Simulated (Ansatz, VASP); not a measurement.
**C: VASP beside Ansatz**

The input INCAR:

```
PREC     = Accurate       # precision mode
ENCUT    = 600            # plane-wave cutoff, eV
EDIFF    = 1E-6           # SCF threshold, eV
ISMEAR   = -1             # smearing method
SIGMA    = 0.02           # smearing width, eV
LREAL    = F              # projectors in reciprocal space
LASPH    = T              # aspherical terms in the spheres
NELM     = 100            # most SCF steps
ALGO     = Normal         # electronic algorithm
ISIF     = 3              # what is computed and relaxed
LWAVE    = F              # write WAVECAR
LCHARG   = F              # write CHGCAR
IBRION   = 2              # ionic algorithm
NSW      = 60             # ionic steps
EDIFFG   = -0.005         # ionic threshold
```

Contents of KPOINTS:

```
Automatic mesh
0
Gamma
  16 16 16
```

File POSCAR:

```
C
1.0
    0.0000000000      1.7863159877      1.7863159877
    1.7863159877      0.0000000000      1.7863159877
    1.7863159877      1.7863159877      0.0000000000
C
2
Direct
   -0.1250000000     -0.1250000000     -0.1250000000
    0.1250000000      0.1250000000      0.1250000000
```

Input for Ansatz:

```yaml
crystal:
  lattice:
    - [0.0, 1.7863159877, 1.7863159877]
    - [1.7863159877, 0.0, 1.7863159877]
    - [1.7863159877, 1.7863159877, 0.0]
  atoms:
    - { symbol: C, position: [-0.125, -0.125, -0.125] }
    - { symbol: C, position: [0.125, 0.125, 0.125] }
kpoints:
  mp_grid: { grid: [16, 16, 16] }
scf:
  occupations: { method: fermi_dirac, width: 0.02 }
hamiltonian:
  xc: lda
  pseudopotentials: { kind: paw }
output:
  forces: true
  stress: true
  write_density: true
  write_potential: true
  elf: true
  volumetric_format: npy
relax:
  f_tol: 0.005
  max_steps: 40
  cell: {}
```

Alike in both runs: task relaxation of cell and atoms; functional LDA; k mesh 16 × 16 × 16; occupations fermi-dirac, width 0.02 eV; no spin polarisation.

```csv
,VASP,Ansatz
version,VASP 6.6.1,Ansatz 0.2.0
potentials or method,"VASP PAW LDA potentials, release 64 (C)","PAW with Ansatz's default frozen-core files, scalar-relativistic"
plane-wave cutoff (eV),600,420
valence electrons in the cell,8,8
```

|  | VASP | Ansatz | Ansatz less VASP |
| --- | --- | --- | --- |
| gap on the k mesh at the Fermi level, each at its own relaxed structure (eV) | 4.17 | 4.17 | +0.007 |
| relaxed volume (Å³/atom) | 5.52 | 5.51 | -0.009 |
| relaxed length of the cell vector where the two differ most in proportion (Å) | 2.499 | 2.497 | -0.0013 |

LDA's correlation is that of Perdew and Zunger in VASP and of Perdew and Wang (1992) in Ansatz.
